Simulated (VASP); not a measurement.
Write the native input for VASP 6.6.1 that does the following.

* Task: single point
* Functional: LDA
* Potentials or basis: VASP PAW LDA potentials, release 64 (Ga_d)
* Cutoff: 520 eV
* k mesh: 9 × 9 × 7
* Occupations: gaussian, width 0.1 eV
* Spin: no spin polarisation
* Dipole correction: no
* Further INCAR settings: ALGO = Fast; EDIFF = 1e-06; NBANDS = 20

The structure of Ga lies in POSCAR:

```
Ga
1.0
    1.3830000000     -4.0265000000      0.0000000000
    1.3830000000      4.0265000000      0.0000000000
   -0.1174474948      0.0000000000      3.3299294416
Ga
2
Direct
    0.1310000000      0.8690000000      0.7500000000
    0.8690000000      0.1310000000      0.2500000000
```

These files were run (other wordings do the same):

INCAR

```
SYSTEM = Ga
ALGO = Fast
EDIFF = 1E-6
ENCUT = 520
ISIF = 2
ISMEAR = 0
LASPH = .TRUE.
LCHARG = .TRUE.
LELF = .TRUE.
LREAL = .FALSE.
LVHAR = .TRUE.
LWAVE = .FALSE.
NBANDS = 20
NELM = 80
PREC = Accurate
SIGMA = 0.1
```

KPOINTS

```
k-points
0
G
  9 9 7
  0 0 0
```

Potentials or basis: VASP PAW LDA potentials, release 64 (Ga_d).

Launch:

```console
$ cat potpaw_LDA.64/Ga_d/POTCAR > POTCAR
$ mpirun -np 1 vasp_std > vasp.out
```

Results of the run:

```json
{
 "Pressure": "-3.7 GPa",
 "Largest force": "0.164 eV/Å",
 "Band gap on the k mesh": "zero (band 13 reaches 9.60 eV, above the bottom of band 14 at 1.95 eV)"
}
```

Run time: 45 s on 1 thread of Intel(R) Xeon(R) 6975P-C (Granite Rapids), on a shared host, peak memory 0.21 GiB.
